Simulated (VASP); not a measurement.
# NaH (Fm-3m) in VASP: a series of runs, part 2 of 2

VASP 6.6.1.

**4. Relaxation of cell and atoms, r2SCAN, target pressure 15 GPa, at which the enthalpy is minimised**

File POSCAR:

```
NaH
1.0
    2.3972153351      2.3972153351      0.0000000000
   -2.3972153351      2.3972153351      0.0000000000
    0.0000000000      2.3972153351      2.3972153351
Na H
1 1
Direct
    0.0000000000      0.0000000000      0.0000000000
    0.5000000000      0.5000000000      0.0000000000
```

File INCAR.step1:

```
SYSTEM = NaH
PREC     = Accurate       ! precision mode
ENCUT    = 600            ! plane-wave cutoff, eV
ISMEAR   = 0              ! smearing method
SIGMA    = 0.01           ! smearing width, eV
LREAL    = .False.        ! projectors in reciprocal space
LASPH    = .True.         ! aspherical terms in the spheres
NELM     = 100            ! most SCF steps
GGA      = PE             ! functional
ALGO     = Normal         ! electronic algorithm
EDIFF    = 1E-4           ! SCF threshold, eV
LWAVE    = .True.         ! write WAVECAR
LCHARG   = .False.        ! write CHGCAR
```

File INCAR.step2:

```
SYSTEM = NaH
PREC     = Accurate       ! precision mode
ENCUT    = 600            ! plane-wave cutoff, eV
EDIFF    = 1E-6           ! SCF threshold, eV
ISMEAR   = 0              ! smearing method
SIGMA    = 0.01           ! smearing width, eV
LREAL    = .False.        ! projectors in reciprocal space
LASPH    = .True.         ! aspherical terms in the spheres
NELM     = 100            ! most SCF steps
ALGO     = Normal         ! electronic algorithm
ISIF     = 3              ! what is computed and relaxed
LWAVE    = .False.        ! write WAVECAR
LCHARG   = .False.        ! write CHGCAR
METAGGA  = R2SCAN         ! meta-GGA
LMIXTAU  = .True.       
IBRION   = 2              ! ionic algorithm
NSW      = 100            ! ionic steps
EDIFFG   = -0.002         ! ionic threshold
PSTRESS  = 150.0        
ISTART   = 1
```

File KPOINTS:

```
Automatic mesh
0
Gamma
  8 8 8
  0 0 0
```

Potentials or basis: VASP PAW PBE potentials, release 64 (Na_pv, H).

Command:

```bash
cat potpaw_PBE.64/Na_pv/POTCAR potpaw_PBE.64/H/POTCAR > POTCAR
cp INCAR.step1 INCAR
mpirun -np 1 vasp_std > vasp.out
cp INCAR.step2 INCAR
mpirun -np 1 vasp_std > vasp.out
```

OUTCAR:

```text
SYSTEM = NaH
   PREC = Accurate
   ENCUT = 600
   EDIFF = 1E-6
   ISMEAR = 0
   LREAL = .False.
   LASPH = .True.
   NELM = 100
   ISIF = 3
   METAGGA = R2SCAN
   IBRION = 2
   NSW = 100
   EDIFFG = -0.002
   PSTRESS = 150.0
   ISTART = 1

 ion  position               nearest neighbor table
   1  0.000  0.000  0.000-
   2  0.500  0.500  0.000-

  LATTYP: Found a face centered cubic cell.
 ALAT       =     4.7944306702

  Lattice vectors:

 A1 = (   0.0000000000,   2.3972153351,   2.3972153351)
 A2 = (   2.3972153351,   0.0000000000,   2.3972153351)
 A3 = (   2.3972153351,   2.3972153351,   0.0000000000)

Analysis of symmetry for initial positions (statically):
=====================================================================
 Subroutine PRICEL returns:
 Original cell was already a primitive cell.

 Routine SETGRP: Setting up the symmetry group for a
 face centered cubic supercell.

 Subroutine GETGRP returns: Found 48 space group operations
 (whereof 48 operations were pure point group operations)
 out of a pool of 48 trial point group operations.

The static configuration has the point symmetry O_h .

Analysis of symmetry for dynamics (positions and initial velocities):
=====================================================================
 Subroutine PRICEL returns:
 Original cell was already a primitive cell.

 Routine SETGRP: Setting up the symmetry group for a
 face centered cubic supercell.

 Subroutine GETGRP returns: Found 48 space group operations
 (whereof 48 operations were pure point group operations)
 out of a pool of 48 trial point group operations.

The dynamic configuration has the point symmetry O_h .

 Subroutine INISYM returns: Found 48 space group operations
 (whereof 48 operations are pure point group operations),
 and found     1 'primitive' translations

----------------------------------------------------------------------------------------

                                     Primitive cell

  volume of cell :      27.5519

  direct lattice vectors                    reciprocal lattice vectors
     2.397215335  2.397215335  0.000000000     0.208575339  0.208575339 -0.208575339
    -2.397215335  2.397215335  0.000000000    -0.208575339  0.208575339 -0.208575339
     0.000000000  2.397215335  2.397215335     0.000000000  0.000000000  0.417150677

  length of vectors
     3.390174439  3.390174439  3.390174439     0.361263084  0.361263084  0.417150677

  position of ions in fractional coordinates (direct lattice)
     0.000000000  0.000000000  0.000000000
     0.500000000  0.500000000  0.000000000

  ion indices of the primitive-cell ions
   primitive index   ion index
                 1           1
                 2           2

----------------------------------------------------------------------------------------

 KPOINTS: Automatic mesh

Automatic generation of k-mesh.
 Grid dimensions read from file:
 generate k-points for:    8    8    8

 Generating k-lattice:

  Cartesian coordinates                     Fractional coordinates (reciprocal lattice)
     0.026071917  0.026071917 -0.026071917     0.125000000  0.000000000  0.000000000
    -0.026071917  0.026071917 -0.026071917     0.000000000  0.125000000  0.000000000
     0.000000000  0.000000000  0.052143835     0.000000000  0.000000000  0.125000000

  Length of vectors
     0.045157885  0.045157885  0.052143835

  Shift w.r.t. Gamma in fractional coordinates (k-lattice)
     0.000000000  0.000000000  0.000000000

 Subroutine IBZKPT returns following result:
 ===========================================

 Found     29 irreducible k-points:

 Following reciprocal coordinates:
            Coordinates               Weight
  0.000000  0.000000  0.000000      1.000000
  0.125000  0.000000  0.000000      8.000000
  0.250000  0.000000  0.000000      8.000000
  0.375000  0.000000  0.000000      8.000000
  0.500000  0.000000  0.000000      4.000000
  0.125000  0.125000  0.000000     12.000000
[... 16 lines left out ...]
  0.375000  0.250000  0.125000     48.000000
  0.500000  0.250000  0.125000     24.000000
 [... further k-points ...]
   k-points           NKPTS =     29   k-points in BZ     NKDIM =     29   number of bands    NBANDS=      8
   number of dos      NEDOS =    301   number of ions     NIONS =      2
   total plane-waves  NPLWV =  21952
   dimension x,y,z NGX =    28 NGY =   28 NGZ =   28
   dimension x,y,z NGXF=    56 NGYF=   56 NGZF=   56
   ions per type =               1   1
   NGX,Y,Z   is equivalent  to a cutoff of  13.73, 13.73, 13.73 a.u.
   NGXF,Y,Z  is equivalent  to a cutoff of  27.46, 27.46, 27.46 a.u.
 SYSTEM =  NaH
   PREC   = accura    normal or accurate (medium, high low for compatibility)
   ISTART =      1    job   : 0-new  1-cont  2-samecut
   ICHARG =      0    charge: 1-file 2-atom 10-const
   ISPIN  =      1    spin polarized calculation?
   LNONCOLLINEAR =      F non collinear calculations
   LSORBIT =      F    spin-orbit coupling
   LASPH  =      T    aspherical Exc in radial PAW
   ENCUT  =  600.0 eV  44.10 Ry    6.64 a.u.   6.77  6.77  6.77*2*pi/ulx,y,z
   NELM   =    100;   NELMIN=  2; NELMDL=  0     # of ELM steps
   EDIFF  = 0.1E-05   stopping-criterion for ELM
   LREAL  =      F    real-space projection
   EDIFFG = -.2E-02   stopping-criterion for IOM
   NSW    =    100    number of steps for IOM
   IBRION =      2    ionic relax: 0-MD 1-quasi-New 2-CG
   NFREE  =      1    steps in history (QN), initial steepest desc. (CG)
   ISIF   =      3    stress and relaxation
   ISYM   =      2    0-nonsym 1-usesym 2-fastsym
   POTIM  = 0.5000    time-step for ionic-motion
   TEBEG  =    0.0;   TEEND  =   0.0 temperature during run
   PSTRESS=  150.0 pullay stress
   NELECT =       8.0000    total number of electrons
   NUPDOWN=      -1.0000    fix difference up-down
   EMIN   =  10.00;   EMAX   =-10.00  energy-range for DOS
   EFERMI =   0.00;   METHOD = LEGACY
   ISMEAR =     0;   SIGMA  =   0.01  broadening in eV -4-tet -1-fermi 0-gaus
   EFERMI_NEDOS =   21; number of points for ismear=-14 and -15
   IALGO  =     38    algorithm
   IMIX   =      4    mixing-type and parameters
     AMIX     =   0.40;   BMIX     =  1.00
     AMIX_MAG =   1.60;   BMIX_MAG =  1.00
  volume/ion in A,a.u.               =      13.78        92.96
  Fermi-wavevector in a.u.,A,eV,Ry     =   1.084063  2.048582 15.989460  1.175192
  Thomas-Fermi vector in A             =   2.220144
   LORBIT       =      0    0 simple, 1 ext, 2 COOP (PROOUT), +10 PAW based schemes
   METAGGA = R2SCAN    functional components
   LHFCALC =     F    Hartree Fock is set to
   AEXX    =    0.0000 exact exchange contribution
   IVDW    =     0    specifies the selected vdW correction
   LEPSILON=     F    determine dielectric tensor
   LRPA    =     F    only Hartree local field effects (RPA)
 conjugate gradient relaxation of ions
 non-spin polarized calculation
 Gauss-broadening in eV      SIGMA  =   0.01
  energy-cutoff  :      600.00
  volume of cell :       27.55
 maximum number of plane-waves:       941
   NGX = 13   NGY = 13   NGZ = 13

--------------------------------------- Ionic step        1  -------------------------------------------

 number of electron       7.9999992 magnetization

 Free energy of the ion-electron system (eV)
  ---------------------------------------------------
  ext. energy  EPLUGINS =         0.00000000
  ---------------------------------------------------
  free energy    TOTEN  =        -7.60346280 eV

  energy without entropy =       -7.60346280  energy(sigma->0) =       -7.60346280

------------------------ aborting loop because EDIFF is reached ----------------------------------------

  FORCE on cell =-STRESS in cart. coord.  units (eV):
  Direction    XX          YY          ZZ          XY          YZ          ZX
  --------------------------------------------------------------------------------------
  -------------------------------------------------------------------------------------
  Total       -0.0527469     -0.0527469     -0.0527469     -0.0000000     -0.0000000     -0.0000000
  in kB       -3.0672992     -3.0672992     -3.0672992     -0.0000000     -0.0000000     -0.0000000
  external PRESSURE =    -153.0672992 kB  Pullay stress =     150.0000000 kB
[... 634 lines left out ...]
 k-point    24 :       0.5000    0.2500    0.1250
  band No.  band energies     occupation
      1     -22.6820      2.00000
      2     -22.5407      2.00000
      3     -22.4938      2.00000
      4      -0.6262      2.00000
      5       5.9741      0.00000
      6       9.9415      0.00000
      7      14.3272      0.00000
      8      19.8447      0.00000

 [... further k-points ...]

[... ionic steps 4 to 14 ...]

--------------------------------------- Ionic step       15  -------------------------------------------

 number of electron       7.9999998 magnetization

------------------------ aborting loop because EDIFF is reached ----------------------------------------
[... 71 lines left out ...]
--------------------------------------- Ionic step       17  -------------------------------------------

 number of electron       7.9999999 magnetization

 Free energy of the ion-electron system (eV)
  ---------------------------------------------------
  ext. energy  EPLUGINS =         0.00000000
  ---------------------------------------------------
  free energy    TOTEN  =        -7.34421372 eV

  energy without entropy =       -7.34421372  energy(sigma->0) =       -7.34421372

 E-fermi :  -0.0428     XC(G=0):  -9.5424

 val. band max:       -0.1274625142   @ k =   0.5000   0.5000   0.2500
 cond. band min:       4.9389059030   @ k =   0.5000   0.0000   0.0000
 fundamental gap:      5.0663684172
 Fermi energy:        -0.0428035379
[... 297 lines left out ...]
  energy  without entropy=       -7.3442137160  energy(sigma->0) =       -7.34421372

  enthalpy is  TOTEN    =        -5.4869378467 eV   P V=        1.8572758693

 reached required accuracy - stopping structural energy minimisation
```

Wall time 2.7 min (1 thread of AMD EPYC 9R45 (Zen 5), shared host); peak memory 0.13 GiB.

What came out:

```yaml
Free_energy: -7.3442 eV
Relaxed_volume: 9.92 Å³/atom
Relaxed_cell: a = 3.039 Å, b = 3.039 Å, c = 3.039 Å, α = 60.00°, β = 60.00°, γ = 90.00°
Space_group_after_relaxing_to_0.1_Å: Fm-3m (No. 225)
Energy_change_on_relaxing_the_run_minimises_the_enthalpy: +129.6 meV/atom
Ionic_steps: 17
Pressure_after_relaxing: 15.0 GPa
Band_gap_on_the_k_mesh: 5.07 eV (least direct gap 6.00 eV)
```

The path:
```csv
step,energy change (eV),largest force (eV/Å),pressure (GPa),volume (Å³)
1,0.0000,0.0000,-0.31,27.55
2,0.0814,0.0000,6.63,22.63
3,0.2216,0.0000,13.20,20.27
4,0.2687,0.0000,15.20,19.74
5,0.2558,0.0000,14.67,19.88
6,0.2558,0.0000,14.66,19.88
7,0.2561,0.0000,14.64,19.87
8,0.2561,0.0000,14.70,19.87
9,0.2561,0.0000,14.69,19.87
10,0.2561,0.0000,14.69,19.87
11,0.2562,0.0000,14.69,19.87
12,0.2562,0.0000,14.68,19.87
13,0.2563,0.0000,14.68,19.87
14,0.2565,0.0000,14.67,19.87
15,0.2569,0.0000,14.66,19.86
16,0.2577,0.0000,14.76,19.86
17,0.2592,0.0000,14.99,19.84
```

Final structure:
```cif
data_structure
_symmetry_space_group_name_H-M 'P 1'
_symmetry_Int_Tables_number 1
_cell_length_a 3.0386
_cell_length_b 3.0386
_cell_length_c 3.0386
_cell_angle_alpha 60.000
_cell_angle_beta 60.000
_cell_angle_gamma 90.000
_cell_volume 19.84
loop_
_atom_site_label
_atom_site_type_symbol
_atom_site_fract_x
_atom_site_fract_y
_atom_site_fract_z
_atom_site_occupancy
Na1 Na 0.00000 0.00000 0.00000 1
H1 H 0.50000 0.50000 0.00000 1
```

Levels at points of the mesh, in eV from the valence-band top:
| k point | band 1 | band 2 | band 3 | band 4 | band 5 | band 6 | band 7 | band 8 |
| --- | --- | --- | --- | --- | --- | --- | --- | --- |
| (0.00, 0.00, 0.00) | -22.34 | -22.34 | -22.34 | -4.59 | 15.12 | 19.20 | 19.20 | 19.20 |
| (0.50, 0.00, 0.00) | -22.63 | -22.37 | -22.37 | -0.93 | 5.07 | 14.50 | 16.29 | 16.29 |
| (0.50, 0.50, 0.00) | -22.59 | -22.43 | -22.43 | -0.28 | 6.13 | 12.09 | 13.98 | 13.98 |

Caveat: the cell is relaxed towards a set pressure, so the run minimises the enthalpy, not the energy; the volume moved by over 15 % at a fixed basis, so the end points are rough; the PAW data sets were made with another functional, which shifts forces and pressure a little. A k mesh can miss the band edges.

**5. Overview**

```csv
cell,gap on the mesh (eV),pressure (GPa)
relaxed to 7 GPa,4.80,7.0
relaxed to 10 GPa,4.91,10.0
relaxed to 15 GPa,5.07,15.0
```

Alike in all rows: task relaxation of cell and atoms; level r2SCAN; potentials or basis VASP PAW PBE potentials, release 64 (Na_pv, H); no spin polarisation; k mesh 8 × 8 × 8; cutoff (eV) 600; smearing gaussian 0.01 eV.

Caveats: the cell is relaxed towards a set pressure, so the run minimises the enthalpy, not the energy; the volume moved by over 15 % at a fixed basis, so the end points are rough; the PAW data sets were made with another functional, which shifts forces and pressure a little.

Total energies depend on the potentials used, so only differences within one code and one set of settings carry meaning.
